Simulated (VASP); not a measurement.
# CsK2YF6 (Fm-3m) in VASP: single point with LDA+U

Aim: the single point of CsK2YF6 with LDA+U.

All numbers are computed with VASP 6.6.1; they aren't measurements. Logs are shortened: lines on timing, memory, paths and dates and some standing lists are left out, and cuts for length are marked.

### Step 1. The cell of the first run

The structure is cubic, space group Fm-3m (No. 225). The conventional cell has a = 9.961 Å, b = 9.961 Å, c = 9.961 Å, α = 90.00°, β = 90.00°, γ = 90.00°. Within 4.6 Å of K (site symmetry -43m) lie 12 F at 3.54 Å and 4 Cs at 4.31 Å and 4 Y at 4.31 Å. Cs (site symmetry m-3m) has 6 F at 2.80 Å within 3.7 Å. Y (site symmetry m-3m) has 6 F at 2.19 Å within 2.9 Å. Within 2.9 Å of F (site symmetry 4mm) lie 1 Y at 2.19 Å and 1 Cs at 2.80 Å.

### Step 2. Single point, LDA+U

INCAR reads:

```
SYSTEM = CsK2YF6
PREC = Accurate ; ENCUT = 1350
EDIFF = 1E-6 ; ISMEAR = -1
SIGMA = 0.3 ; LREAL = .FALSE.
LASPH = .TRUE. ; NELM = 200
ALGO = Normal ; ISIF = 2
LWAVE = .FALSE. ; LCHARG = .FALSE.
LMAXMIX = 4 ; LDAU = .TRUE.
LDAUTYPE = 2 ; LDAUL = -1 -1 2 -1
LDAUU = 0 0 1 0 ; LDAUJ = 0 0 0 0
LDAUPRINT = 1 ; GGA = CA
NBANDS = 51 ; GGA_COMPAT = .FALSE.
```

KPOINTS reads:

```
regular mesh
0
G
  3 3 3
  0 0 0
```

POSCAR reads:

```
CsK2YF6
1.0
    0.0000000000      4.9807370000      4.9807370000
    4.9807370000      0.0000000000      4.9807370000
    4.9807370000      4.9807370000      0.0000000000
K Cs Y F
2 1 1 6
Direct
    0.7500000000      0.7500000000      0.7500000000
    0.2500000000      0.2500000000      0.2500000000
    0.5000000000      0.5000000000      0.5000000000
    0.0000000000      0.0000000000      0.0000000000
    0.7806420000      0.2193580000      0.2193580000
    0.2193580000      0.2193580000      0.7806420000
    0.2193580000      0.7806420000      0.7806420000
    0.2193580000      0.7806420000      0.2193580000
    0.7806420000      0.2193580000      0.7806420000
    0.7806420000      0.7806420000      0.2193580000
```

Potentials or basis: VASP PAW LDA potentials, release 64 (K_sv, Cs_sv, Y_sv, F_h).

Started as:

```console
$ cat potpaw_LDA.64/K_sv/POTCAR potpaw_LDA.64/Cs_sv/POTCAR potpaw_LDA.64/Y_sv/POTCAR potpaw_LDA.64/F_h/POTCAR > POTCAR
$ mpirun -np 1 vasp_std > vasp.out
```

OUTCAR:

```text
SYSTEM = CsK2YF6
   PREC = Accurate
   ENCUT = 1350
   EDIFF = 1E-6
   ISMEAR = -1
   LREAL = .FALSE.
   LASPH = .TRUE.
   NELM = 200
   ISIF = 2
   GGA = CA

 ion  position               nearest neighbor table
   1  0.750  0.750  0.750-
   2  0.250  0.250  0.250-
   3  0.500  0.500  0.500-
   4  0.000  0.000  0.000-   5 2.19   6 2.19   7 2.19   8 2.19   9 2.19  10 2.19
   5  0.781  0.219  0.219-   4 2.19
   6  0.219  0.219  0.781-   4 2.19
   7  0.219  0.781  0.781-   4 2.19
   8  0.219  0.781  0.219-   4 2.19
   9  0.781  0.219  0.781-   4 2.19
  10  0.781  0.781  0.219-   4 2.19

  LATTYP: Found a face centered cubic cell.
 ALAT       =     9.9614740000

  Lattice vectors:

 A1 = (   0.0000000000,   4.9807370000,   4.9807370000)
 A2 = (   4.9807370000,   0.0000000000,   4.9807370000)
 A3 = (   4.9807370000,   4.9807370000,   0.0000000000)

Analysis of symmetry for initial positions (statically):
=====================================================================
 Subroutine PRICEL returns:
 Original cell was already a primitive cell.

 Routine SETGRP: Setting up the symmetry group for a
 face centered cubic supercell.

 Subroutine GETGRP returns: Found 48 space group operations
 (whereof 48 operations were pure point group operations)
 out of a pool of 48 trial point group operations.

The static configuration has the point symmetry O_h .

Analysis of symmetry for dynamics (positions and initial velocities):
=====================================================================
 Subroutine PRICEL returns:
 Original cell was already a primitive cell.

 Routine SETGRP: Setting up the symmetry group for a
 face centered cubic supercell.

 Subroutine GETGRP returns: Found 48 space group operations
[... 153 lines left out ...]
  0.0493 -0.0000  0.0000  0.0000 -0.0000
 -0.0000  0.0493 -0.0000  0.0000  0.0000
  0.0000 -0.0000  0.1682 -0.0000  0.0000
  0.0000  0.0000 -0.0000  0.0493 -0.0000
 -0.0000  0.0000  0.0000 -0.0000  0.1682

 occupancies and eigenvectors

  o =  0.0493  v =  1.0000  0.0000  0.0000  0.0000  0.0000  0.0000  0.0000  0.0000  0.0000  0.0000      0.0000  0.0000  0.0000  0.0000  0.0000  0.0000  0.0000  0.0000  0.0000  0.0000
  o =  0.0493  v =  0.0000  0.0000  0.0000  0.0000  0.0000  1.0000  0.0000  0.0000  0.0000  0.0000      0.0000  0.0000  0.0000  0.0000  0.0000  0.0000  0.0000  0.0000  0.0000  0.0000
  o =  0.0493  v =  0.0000  0.9995  0.0000  0.0309 -0.0000  0.0000  0.0000  0.0000  0.0000  0.0000      0.0000  0.0000  0.0000  0.0000  0.0000  0.0000  0.0000  0.0000  0.0000  0.0000
  o =  0.0493  v =  0.0000  0.0000  0.0000  0.0000  0.0000  0.0000  0.9995  0.0000  0.0309 -0.0000      0.0000  0.0000  0.0000  0.0000  0.0000  0.0000  0.0000  0.0000  0.0000  0.0000
  o =  0.0493  v =  0.0000 -0.0309 -0.0000  0.9995 -0.0000  0.0000  0.0000  0.0000  0.0000  0.0000      0.0000  0.0000  0.0000  0.0000  0.0000  0.0000  0.0000  0.0000  0.0000  0.0000
  o =  0.0493  v =  0.0000  0.0000  0.0000  0.0000  0.0000  0.0000 -0.0309 -0.0000  0.9995 -0.0000      0.0000  0.0000  0.0000  0.0000  0.0000  0.0000  0.0000  0.0000  0.0000  0.0000
  o =  0.1682  v =  0.0000  0.0000  0.0000  0.0000  0.0000  0.0000  0.0000  0.9999  0.0000 -0.0148      0.0000  0.0000  0.0000  0.0000  0.0000  0.0000  0.0000  0.0000  0.0000  0.0000
  o =  0.1682  v =  0.0000  0.0000  0.9999  0.0000 -0.0148  0.0000  0.0000  0.0000  0.0000  0.0000      0.0000  0.0000  0.0000  0.0000  0.0000  0.0000  0.0000  0.0000  0.0000  0.0000
  o =  0.1682  v =  0.0000  0.0000  0.0000  0.0000  0.0000  0.0000  0.0000  0.0148  0.0000  0.9999      0.0000  0.0000  0.0000  0.0000  0.0000  0.0000  0.0000  0.0000  0.0000  0.0000
  o =  0.1682  v =  0.0000  0.0000  0.0148  0.0000  0.9999  0.0000  0.0000  0.0000  0.0000  0.0000      0.0000  0.0000  0.0000  0.0000  0.0000  0.0000  0.0000  0.0000  0.0000  0.0000

 number of electron      80.0000006 magnetization

 Free energy of the ion-electron system (eV)
  ---------------------------------------------------
  ext. energy  EPLUGINS =         0.00000000
  ---------------------------------------------------
  free energy    TOTEN  =       -55.40112357 eV

  energy without entropy =      -55.39917012  energy(sigma->0) =      -55.40014685

 E-fermi :  -0.1817     XC(G=0):  -7.9745

 val. band max:       -3.1796811391   @ k =  -0.3333   0.3333   0.0000
 cond. band min:       1.6421673752   @ k =   0.0000   0.0000   0.0000
 fundamental gap:      4.8218485143
 Fermi energy:        -0.1816671531

 k-point     1 :       0.0000    0.0000    0.0000
  band No.  band energies     occupation
      1     -41.0827      2.00000
      2     -30.6079      2.00000
      3     -30.6061      2.00000
      4     -22.9923      2.00000
      5     -22.9923      2.00000
      6     -22.9923      2.00000
[... 205 lines left out ...]
     50       5.7752      0.00000
     51       5.8170      0.00000

------------------------ aborting loop because EDIFF is reached ----------------------------------------

  FORCE on cell =-STRESS in cart. coord.  units (eV):
  Direction    XX          YY          ZZ          XY          YZ          ZX
  --------------------------------------------------------------------------------------
  -------------------------------------------------------------------------------------
  Total       -5.0002897     -5.0002897     -5.0002897      0.0000000      0.0000000      0.0000000
  in kB      -32.4186501    -32.4186501    -32.4186501      0.0000000      0.0000000      0.0000000
  external PRESSURE =     -32.4186501 kB  Pullay stress =       0.0000000 kB

 VOLUME and BASIS-vectors are now :
 -----------------------------------------------------------------------------
  energy-cutoff  :     1350.00
  volume of cell :      247.12
      direct lattice vectors                 reciprocal lattice vectors
     0.000000000  4.980737000  4.980737000    -0.100386750  0.100386750  0.100386750
     4.980737000  0.000000000  4.980737000     0.100386750 -0.100386750  0.100386750
     4.980737000  4.980737000  0.000000000     0.100386750  0.100386750 -0.100386750

 POSITION                                       TOTAL-FORCE (eV/Angst)
 -----------------------------------------------------------------------------------
      7.47111      7.47111      7.47111         0.000000     -0.000000     -0.000000
      2.49037      2.49037      2.49037         0.000000      0.000000      0.000000
      4.98074      4.98074      4.98074         0.000000     -0.000000     -0.000000
      0.00000      0.00000      0.00000         0.000000      0.000000     -0.000000
      2.18513      4.98074      4.98074        -0.262756      0.000000      0.000000
      4.98074      4.98074      2.18513         0.000000      0.000000     -0.262756
      7.77634      4.98074      4.98074         0.262756      0.000000      0.000000
      4.98074      2.18513      4.98074         0.000000     -0.262756      0.000000
      4.98074      7.77634      4.98074         0.000000      0.262756      0.000000
      4.98074      4.98074      7.77634         0.000000      0.000000      0.262756
 -----------------------------------------------------------------------------------
    total drift:                                0.000000      0.000000      0.000000

  FREE ENERGIE OF THE ION-ELECTRON SYSTEM (eV)
  ---------------------------------------------------
  free  energy   TOTEN  =       -55.4011235694 eV

  energy  without entropy=      -55.3991701218  energy(sigma->0) =      -55.40014685
```

OSZICAR:

```text
N       E                     dE             d eps       ncg     rms          rms(c)
DAV:   1     0.115340924481E+04    0.11534E+04   -0.63893E+04   408   0.301E+03
DAV:   2     0.224598607619E+03   -0.92881E+03   -0.86808E+03   447   0.527E+02
DAV:   3    -0.391037601068E+02   -0.26370E+03   -0.25419E+03   592   0.200E+02
DAV:   4    -0.625198101903E+02   -0.23416E+02   -0.23292E+02   592   0.554E+01
DAV:   5    -0.632241314009E+02   -0.70432E+00   -0.70340E+00   608   0.115E+01    0.379E+01
DAV:   6    -0.558876655666E+02    0.73365E+01   -0.29087E+01   469   0.266E+01    0.358E+01
DAV:   7    -0.557227139795E+02    0.16495E+00   -0.29781E+00   600   0.712E+00    0.215E+01
DAV:   8    -0.554352391398E+02    0.28747E+00   -0.59196E-01   485   0.520E+00    0.283E+00
DAV:   9    -0.554035637593E+02    0.31675E-01   -0.10451E-01   640   0.151E+00    0.502E-01
DAV:  10    -0.554015448640E+02    0.20189E-02   -0.14654E-02   557   0.647E-01    0.271E-01
DAV:  11    -0.554013149093E+02    0.22995E-03   -0.12337E-03   688   0.144E-01    0.110E-01
DAV:  12    -0.554011269723E+02    0.18794E-03   -0.82729E-04   565   0.159E-01    0.830E-02
DAV:  13    -0.554011230324E+02    0.39398E-05   -0.16412E-04   544   0.578E-02    0.236E-02
DAV:  14    -0.554011237150E+02   -0.68259E-06   -0.13634E-05   608   0.159E-02    0.101E-02
DAV:  15    -0.554011235694E+02    0.14560E-06   -0.32618E-06   456   0.939E-03
   1 F= -.55401124E+02 E0= -.55400147E+02  d E =-.195345E-02
```

stdout:

```text
POSCAR found type information on POSCAR K CsY F
 POSCAR found :  4 types and      10 ions
 scaLAPACK will be used
 LDA part: xc-table for (Slater(with rela. corr.)+CA(PZ))
 , standard interpolation
 POSCAR, INCAR and KPOINTS ok, starting setup
 FFT: planning ... GRIDC
 FFT: planning ... GRID_SOFT
 FFT: planning ... GRID
 WAVECAR not read
 entering main loop
```

It took 5.1 min on 1 thread of Intel Xeon 6975P-C (Granite Rapids), shared host; peak memory 0.87 GiB.

What came out:

- Free energy: -55.4011 eV
- Pressure: -3.2 GPa
- Largest force: 0.263 eV/Å
- Band gap on the k mesh: 4.82 eV (least direct gap 4.88 eV)

Forces on the atoms (eV/Å):
```
K    0.000  0.000  0.000
K    0.000  0.000  0.000
Cs   0.000  0.000  0.000
Y    0.000  0.000  0.000
F   -0.263  0.000  0.000
F    0.000  0.000 -0.263
F    0.263  0.000  0.000
F    0.000 -0.263  0.000
F    0.000  0.263  0.000
F    0.000  0.000  0.263
```

Eigenvalues of the final occupation matrices:
| site | spin | trace | eigenvalues |
| --- | --- | --- | --- |
| site 4 d | 1 | 0.48 | 0.05 0.05 0.05 0.17 0.17 |
| site 4 d | 2 | 0.48 | 0.05 0.05 0.05 0.17 0.17 |

Caveat: the cell stands under tension; so wide a smearing shifts energies and pressures; spin-orbit coupling is left out, which moves the levels of the heavy elements; an odd mesh through Γ misses points on the zone boundary, where band edges can lie.
